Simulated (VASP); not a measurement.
A run of VASP 6.6.1 is set up as follows.

File INCAR:

```
ALGO     = Normal         # electronic algorithm
EDIFF    = 1E-6           # SCF threshold, eV
EDIFFG   = -0.04          # ionic threshold
ENCUT    = 600            # plane-wave cutoff, eV
GGA      = PE             # functional
IBRION   = 2              # ionic algorithm
ISIF     = 3              # what is computed and relaxed
ISMEAR   = 0              # smearing method
LASPH    = True           # aspherical terms in the spheres
LCHARG   = False          # write CHGCAR
LREAL    = False          # projectors in reciprocal space
LWAVE    = False          # write WAVECAR
NELM     = 100            # most SCF steps
NSW      = 90             # ionic steps
PREC     = Accurate       # precision mode
SIGMA    = 0.1            # smearing width, eV
```

The input KPOINTS:

```
k-points
0
Gamma
  6 6 2
```

POSCAR

```
BaSnAu
1.0
    3.3979511400      0.0000000000      0.0000000000
    0.0000000000      3.3979511400      0.0000000000
    0.0000000000      0.0000000000      9.1155246800
Ba Sn Au
1 1 1
Direct
    0.0000000000      0.0000000000      0.0000000000
    0.5000000000      0.5000000000      0.5000000000
    0.0000000000      0.0000000000      0.5000000000
```

Potentials or basis: VASP PAW PBE potentials, release 64 (Ba_sv, Sn_d, Au).

Run with:

```bash
$ cat potpaw_PBE.64/Ba_sv/POTCAR potpaw_PBE.64/Sn_d/POTCAR potpaw_PBE.64/Au/POTCAR > POTCAR
$ mpirun -np 1 vasp_std > vasp.out
```

Estimate the space group after relaxing (to 0.05 Å).

P4/mmm (No. 123).

Predict the relaxed volume.

35.20 Å³/atom.

Predict the relaxed cell.

a = 4.072 Å, b = 4.072 Å, c = 6.368 Å, α = 90.00°, β = 90.00°, γ = 90.00°.

Step by step:
```tsv
step	energy change (eV)	largest force (eV/Å)	pressure (GPa)	volume (Å³)
1	0.0000	0.0000	21.93	105.25
2	-1.9178	0.0000	-4.69	188.42
3	-2.9859	0.0000	-1.88	142.61
4	-2.9865	0.0000	-1.75	141.82
5	-3.2435	0.0000	-2.04	133.87
6	-3.9129	0.0000	-1.77	116.27
7	-0.9145	0.0000	27.29	80.49
8	-4.0568	0.0000	-1.25	112.17
9	-4.0920	0.0000	4.14	96.40
10	-4.2145	0.0000	0.11	105.61
11	-4.2346	0.0000	1.21	102.22
12	-4.2350	0.0000	0.91	103.03
13	-4.2404	0.0000	-0.33	106.44
14	-4.2485	0.0000	0.15	104.95
15	-4.2488	0.0000	-0.08	105.61
```
